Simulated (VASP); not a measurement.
A run of VASP 6.6.1 is set up as follows.

INCAR

```
ALGO = Normal
EDIFF = 1E-6
ENCUT = 520
GGA = PE
ISIF = 2
ISMEAR = 0
LASPH = True
LCHARG = True
LELF = True
LREAL = False
LVHAR = True
LWAVE = False
NBANDS = 13
NELM = 60
PREC = Accurate
SIGMA = 0.1
```

The input KPOINTS:

```
k-points
0
Gamma
  14 14 14
```

File POSCAR:

```
AlCo
1.0
    2.8628027822      0.0000000000      0.0000000000
    0.0000000000      2.8628027822      0.0000000000
    0.0000000000      0.0000000000      2.8628027822
Al Co
1 1
Direct
    0.0000000000      0.0000000000      0.0000000000
    0.5000000000      0.5000000000      0.5000000000
```

Potentials or basis: VASP PAW PBE potentials, release 64 (Al, Co).

Command:

```sh
$ cat potpaw_PBE.64/Al/POTCAR potpaw_PBE.64/Co/POTCAR > POTCAR
$ mpirun -np 1 vasp_std > vasp.out
```

Problem. What does it give for the band gap on the k mesh?

Solution. Zero (band 6 reaches 12.78 eV, above the bottom of band 7 at 10.16 eV).

Problem. Estimate the pressure.

Solution. -2.0 GPa.

Spin polarisation is off, so any magnetic state and its effect on volume and gap are missing.
